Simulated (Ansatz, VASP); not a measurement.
Cs: VASP beside Ansatz

```
Cs
1.0
    -3.00219    3.00219    3.00219
     3.00219   -3.00219    3.00219
     3.00219    3.00219   -3.00219
Cs
1
Direct
  0.00000 0.00000 0.00000
```

Alike in both runs: task single point; functional PBEsol; k mesh 4 × 4 × 4; occupations gaussian, width 0.1 eV; no spin polarisation.

```csv
,VASP,Ansatz
version,VASP 6.6.1,Ansatz 0.2.0
potentials or method,"VASP PAW PBE potentials, release 64 (Cs_sv), cutoff 520 eV","scalar-relativistic, plane waves, PAW"
valence electrons in the cell,9,9
```

|  | VASP | Ansatz | Ansatz less VASP |
| --- | --- | --- | --- |
| gap on the k mesh at the Fermi level (eV) | none | none | - |
| pressure (GPa) | 0.0 | 0.0 | +0.01 |

VASP's potentials were made for PBE, not for PBEsol. A gap of «none» marks a metal or a gap that the smearing closes.

The k mesh is coarse, so the values compare programs but aren't converged. Neither program's run includes spin-orbit coupling.
